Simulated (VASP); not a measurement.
Write the native input for VASP 6.6.1 that does the following.

* Task: single point
* Functional: PBEsol
* Potentials or basis: VASP PAW PBE potentials, release 64 (Ti_sv)
* Cutoff: 520 eV
* k mesh: 19 × 19 × 4
* Occupations: gaussian, width 0.15 eV
* Spin: no spin polarisation
* Dipole correction: no
* Further INCAR settings: ALGO = Fast; EDIFF = 1e-06; NBANDS = 45

The structure of Ti lies in POSCAR:

```
Ti
1.0
    2.0300000000     -2.0300000000      0.0000000000
    2.0300000000      0.0000000000     -2.0300000000
    8.5530127019      8.5530127019      8.5530127019
Ti
6
Direct
    0.6666666667      0.6666666667      0.0790986003
    0.0000000000      0.0000000000      0.8702428325
    0.3333333333      0.3333333333      0.2373274468
    0.6666666667      0.6666666667      0.5537851396
    0.0000000000      0.0000000000      0.3955562932
    0.3333333333      0.3333333333      0.7120139861
```

This cell differs from its parent crystal: the distance across one plane changed.

The input as run:

INCAR

```
ALGO = Fast
EDIFF = 1E-6
ENCUT = 520
GGA = PS
ISIF = 2
ISMEAR = 0
LASPH = True
LCHARG = True
LELF = True
LREAL = False
LVHAR = True
LWAVE = False
NBANDS = 45
NELM = 100
PREC = Accurate
SIGMA = 0.15
```

KPOINTS

```
k-points
0
Gamma
  19 19 4
```

Potentials or basis: VASP PAW PBE potentials, release 64 (Ti_sv).

Launch:

```bash
$ cat potpaw_PBE.64/Ti_sv/POTCAR > POTCAR
$ mpirun -np 1 vasp_std > vasp.out
```

It gave:

| Quantity | Value |
| --- | --- |
| Pressure | -3.8 GPa |
| Largest force | 0.702 eV/Å |
| Band gap on the k mesh | zero (bands 36 and 37 overlap by 1.17 eV) |

Caveat: the cell differs from its parent crystal (the distance across one plane changed); the cell stands under tension; the PAW data sets were made with another functional, which shifts forces and pressure a little.

Wall time 47 min on 1 thread of Oxide Virtual Turin-like Processor, with other jobs on the host, peak memory 0.56 GiB.
